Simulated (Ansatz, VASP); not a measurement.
Two plane-wave programs on Y2GeS

```xyz
4
Lattice="-2.7486 2.7486 4.7262 2.7486 -2.7486 4.7262 2.7486 2.7486 -4.7262" Properties=species:S:1:pos:R:3 pbc="T T T"
Y     0.0000    2.7486    0.0000
Y     2.7486    0.0000    0.0000
Ge    0.0000    0.0000    4.7262
S     0.0000    0.0000    0.0000
```

Alike in both runs: functional PBE; k mesh 6 × 6 × 6; occupations gaussian, width 0.1 eV; no spin polarisation.

Ansatz relaxed the structure, and its values are those at the end. VASP's run is a single point on that final structure, the one shown.

|  | VASP | Ansatz |
| --- | --- | --- |
| version | VASP 6.6.1 | Ansatz 0.2.0 |
| potentials or method | VASP PAW PBE potentials, release 64 (Y_sv, Ge_d, S), cutoff 520 eV | scalar-relativistic, plane waves, PAW |
| valence electrons in the cell | 42 | 42 |

|  | VASP | Ansatz | Ansatz less VASP |
| --- | --- | --- | --- |
| gap on the k mesh at the Fermi level (eV) | none | none | - |
| pressure (GPa) | -0.1 | -0.1 | +0.08 |

A gap of «none» marks a metal or a gap that the smearing closes.
